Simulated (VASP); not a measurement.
A run of VASP 6.6.1:

The input INCAR:

```
SYSTEM = Cd2Te
ALGO = Normal
EDIFF = 1E-7
EDIFFG = -0.01
ENCUT = 500
GGA = PE
GGA_COMPAT = .FALSE.
IBRION = 2
ISIF = 4
ISMEAR = 0
LASPH = .TRUE.
LCHARG = .FALSE.
LREAL = .FALSE.
LWAVE = .FALSE.
NELM = 120
NELMIN = 4
NSW = 50
PREC = Accurate
SIGMA = 0.1
```

The input KPOINTS:

```
k-points
0
G
  12 12 8
  0 0 0
```

POSCAR

```
Cd2Te
1.0
    4.2575505949      0.0000000000      0.0000000000
   -2.1287752974      3.6871469731      0.0000000000
    0.0000000000      0.0000000000      5.2852274225
Cd Te
2 1
Direct
    0.3333333333      0.6666666667      0.3262313735
    0.6666666667      0.3333333333      0.6737686265
    0.0000000000      0.0000000000      0.0000000000
```

Potentials or basis: VASP PAW PBE potentials, release 64 (Cd, Te).

Launch:

```sh
$ cat potpaw_PBE.64/Cd/POTCAR potpaw_PBE.64/Te/POTCAR > POTCAR
$ mpirun -np 1 vasp_std > vasp.out
```

Hardware: 1 thread of Oxide Virtual Turin-like Processor, on a shared host.

Problem. Estimate the wall time of this run.

Solution. Run time: 6 min on 1 thread of Oxide Virtual Turin-like Processor, with other jobs on the host, peak memory 0.31 GiB. Counts: scf iterations 26, k points 131, ion steps 3.
